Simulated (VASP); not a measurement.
# MgS (Fm-3m) in VASP: a series of runs, part 2 of 2

VASP 6.6.1. The steps go on from the part before.

## (4) Single point, PBE (volume scaled by 0.91)

Contents of INCAR:

```
SYSTEM = MgS
ALGO = Normal ; EDIFF = 1E-6
ENCUT = 520 ; GGA = PE
ISIF = 2 ; ISMEAR = 0
LASPH = .True. ; LCHARG = .False.
LREAL = .False. ; LWAVE = .False.
NBANDS = 11 ; NELM = 60
PREC = Accurate ; SIGMA = 0.02
```

Contents of KPOINTS:

```
k-points
0
Gamma
  8 8 8
  0 0 0
```

Contents of POSCAR:

```
MgS
1.0
    0.0000000000      2.5341330048      2.5341330048
    2.5341330048      0.0000000000      2.5341330048
    2.5341330048      2.5341330048      0.0000000000
Mg S
1 1
Direct
    0.5000000000      0.5000000000      0.5000000000
    0.0000000000      0.0000000000      0.0000000000
```

Potentials or basis: VASP PAW PBE potentials, release 64 (Mg, S).

The run is started by

```console
> cat potpaw_PBE.64/Mg/POTCAR potpaw_PBE.64/S/POTCAR > POTCAR
> mpirun -np 1 vasp_std > vasp.out
```

OUTCAR:

```text
SYSTEM = MgS
   EDIFF = 1E-6
   ENCUT = 520
   GGA = PE
   ISIF = 2
   ISMEAR = 0
   LASPH = .True.
   LREAL = .False.
   NELM = 60
   PREC = Accurate

 ion  position               nearest neighbor table
   1  0.500  0.500  0.500-   2 2.53   2 2.53   2 2.53   2 2.53   2 2.53   2 2.53
   2  0.000  0.000  0.000-   1 2.53   1 2.53   1 2.53   1 2.53   1 2.53   1 2.53

  LATTYP: Found a face centered cubic cell.
 ALAT       =     5.0682660096

  Lattice vectors:

 A1 = (   0.0000000000,   2.5341330048,   2.5341330048)
 A2 = (   2.5341330048,   0.0000000000,   2.5341330048)
 A3 = (   2.5341330048,   2.5341330048,   0.0000000000)

Analysis of symmetry for initial positions (statically):
=====================================================================
 Subroutine PRICEL returns:
 Original cell was already a primitive cell.

 Routine SETGRP: Setting up the symmetry group for a
 face centered cubic supercell.

 Subroutine GETGRP returns: Found 48 space group operations
 (whereof 48 operations were pure point group operations)
 out of a pool of 48 trial point group operations.

The static configuration has the point symmetry O_h .

Analysis of symmetry for dynamics (positions and initial velocities):
[... 163 lines left out ...]
 fundamental gap:      2.9429658437
 Fermi energy:         4.6109174851

 k-point     1 :       0.0000    0.0000    0.0000
  band No.  band energies     occupation
      1      -8.6812      2.00000
      2       4.4606      2.00000
      3       4.4606      2.00000
      4       4.4606      2.00000
      5       8.8266      0.00000
      6      12.3514      0.00000
      7      12.3514      0.00000
      8      12.3514      0.00000
      9      14.8893      0.00000
     10      14.8893      0.00000
     11      17.1753      0.00000
[... 309 lines left out ...]
 k-point    24 :      -0.3750    0.2500    0.1250
  band No.  band energies     occupation
      1      -6.9344      2.00000
      2      -0.2459      2.00000
      3       2.0790      2.00000
      4       3.1621      2.00000
      5      10.2130      0.00000
      6      10.7293      0.00000
      7      13.1280      0.00000
      8      14.2620      0.00000
      9      17.0728      0.00000
     10      18.4740      0.00000
     11      20.5215      0.00000

 [... further k-points ...]
[... 5 lines left out ...]
  --------------------------------------------------------------------------------------
  -------------------------------------------------------------------------------------
  Total        1.6470734      1.6470734      1.6470734      0.0000000     -0.0000000      0.0000000
  in kB       81.0784276     81.0784276     81.0784276      0.0000000     -0.0000000      0.0000000
  external PRESSURE =      81.0784276 kB  Pullay stress =       0.0000000 kB

 VOLUME and BASIS-vectors are now :
 -----------------------------------------------------------------------------
  energy-cutoff  :      520.00
  volume of cell :       32.55
      direct lattice vectors                 reciprocal lattice vectors
     0.000000000  2.534133005  2.534133005    -0.197306139  0.197306139  0.197306139
     2.534133005  0.000000000  2.534133005     0.197306139 -0.197306139  0.197306139
     2.534133005  2.534133005  0.000000000     0.197306139  0.197306139 -0.197306139

 POSITION                                       TOTAL-FORCE (eV/Angst)
 -----------------------------------------------------------------------------------
      2.53413      2.53413      2.53413        -0.000000     -0.000000     -0.000000
      0.00000      0.00000      0.00000         0.000000      0.000000      0.000000
 -----------------------------------------------------------------------------------
    total drift:                               -0.000000      0.000000      0.000000

  FREE ENERGIE OF THE ION-ELECTRON SYSTEM (eV)
  ---------------------------------------------------
  free  energy   TOTEN  =        -8.4303618127 eV

  energy  without entropy=       -8.4303618127  energy(sigma->0) =       -8.43036181
```

OSZICAR:

```text
N       E                     dE             d eps       ncg     rms          rms(c)
DAV:   1     0.150243122034E+02    0.15024E+02   -0.31291E+03   638   0.574E+02
DAV:   2    -0.772024936696E+01   -0.22745E+02   -0.20899E+02   860   0.955E+01
DAV:   3    -0.880356509440E+01   -0.10833E+01   -0.10810E+01   779   0.189E+01
DAV:   4    -0.880901569069E+01   -0.54506E-02   -0.54501E-02   780   0.167E+00
DAV:   5    -0.880904907489E+01   -0.33384E-04   -0.33384E-04   788   0.127E-01    0.479E+00
DAV:   6    -0.846978222242E+01    0.33927E+00   -0.68806E-01   698   0.339E+00    0.378E+00
DAV:   7    -0.843010461506E+01    0.39678E-01   -0.21794E-01   755   0.207E+00    0.242E+00
DAV:   8    -0.843056870239E+01   -0.46409E-03   -0.12934E-02   716   0.691E-01    0.103E+00
DAV:   9    -0.843034975248E+01    0.21895E-03   -0.65905E-04   734   0.153E-01    0.334E-01
DAV:  10    -0.843036454073E+01   -0.14788E-04   -0.17216E-04   751   0.615E-02    0.339E-02
DAV:  11    -0.843036189802E+01    0.26427E-05   -0.18682E-05   739   0.196E-02    0.177E-02
DAV:  12    -0.843036181267E+01    0.85355E-07   -0.56687E-07   424   0.479E-03
   1 F= -.84303618E+01 E0= -.84303618E+01  d E =-.190038E-28
```

stdout:

```text
POSCAR found type information on POSCAR MgS
 POSCAR found :  2 types and       2 ions
 scaLAPACK will be used
 LDA part: xc-table for (Slater+PW92), standard interpolation
 POSCAR, INCAR and KPOINTS ok, starting setup
 FFT: planning ... GRIDC
 FFT: planning ... GRID_SOFT
 FFT: planning ... GRID
 WAVECAR not read
 entering main loop
```

Run time: 9.2 s. Hardware: 1 thread of Intel Xeon Platinum 8488C (Sapphire Rapids), shared host; peak memory 0.16 GiB.

Results:

```yaml
Free_energy: -8.4304 eV
Pressure: 8.1 GPa
Band_gap_on_the_k_mesh: 2.94 eV, indirect (least direct gap 4.37 eV)
```

 A k mesh can miss the band edges.

## (5) Summary

```csv
cell,gap on the mesh (eV),pressure (GPa)
"a = 3.544 Å, angles 60.0°, 2 atoms",3.01,11.9
"a = 3.623 Å, angles 60.0°, 2 atoms",2.88,4.9
"a = 3.584 Å, angles 60.0°, 2 atoms",2.94,8.1
```

Alike in all rows: task single point; level PBE; potentials or basis VASP PAW PBE potentials, release 64 (Mg, S); no spin polarisation; k mesh 8 × 8 × 8; cutoff (eV) 520; smearing gaussian 0.02 eV.

Absolute energies hang on the potentials; compare differences alone.
